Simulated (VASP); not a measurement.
Crystal: Be2Si.

```
Si Be
1.0
     0.00000    2.64138    2.64138
     2.64138    0.00000    2.64138
     2.64138    2.64138    0.00000
Si Be
1 2
Direct
  0.00000 0.00000 0.00000
  0.25000 0.25000 0.25000
  0.75000 0.75000 0.75000
```

Base run:

- Program: VASP 6.6.1
- Functional: PBEsol
- Potentials or basis: VASP PAW PBE potentials, release 64 (Si, Be)
- Cutoff: 600 eV
- k mesh: 6 × 6 × 6
- Occupations: fermi-dirac, width 0.02 eV
- Spin: no spin polarisation

Its results: band gap on the k mesh zero (bands 4 and 5 overlap by 0.61 eV); pressure -1.1 GPa.

**Question.** The run is repeated on the same cell with these changes: k mesh from 6 × 6 × 6 to 2 × 2 × 2. What comes out?

**Answer.** Band gap on the k mesh zero (bands 4 and 5 overlap by 0.61 eV); pressure 10.7 GPa.

Caveats: some runs use coarse meshes; the PAW data sets were made with another functional, which shifts forces and pressure a little.
